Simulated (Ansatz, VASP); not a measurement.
## Sb in VASP and in Ansatz

```
Sb
1.0
    -1.86580    1.86580    1.86580
     1.86580   -1.86580    1.86580
     1.86580    1.86580   -1.86580
Sb
1
Direct
  0.00000 0.00000 0.00000
```

Alike in both runs: functional PBEsol; k mesh 12 × 12 × 12; occupations fermi-dirac, width 0.1 eV; no spin polarisation.

Ansatz relaxed the structure, and its values are those at the end. VASP's run is a single point on that final structure, the one shown.

|  | VASP | Ansatz |
| --- | --- | --- |
| version | VASP 6.6.1 | Ansatz 0.2.0 |
| potentials or method | VASP PAW PBE potentials, release 64 (Sb), cutoff 520 eV | plane waves (420 eV) with PAW, scalar-relativistic |
| valence electrons in the cell | 5 | 15 |

|  | VASP | Ansatz | Ansatz less VASP |
| --- | --- | --- | --- |
| pressure (GPa) | 0.0 | 0.0 | 0.00 |

VASP's potentials were made for PBE, not for PBEsol, and Ansatz warns of the same on its side. With one functional, cell and mesh, what is left measures potentials, basis and numerics. VASP's potentials hold 5 valence electrons a cell and Ansatz's 15, so a difference there can come from the potentials and not from the codes.

Spin-orbit coupling is off throughout.
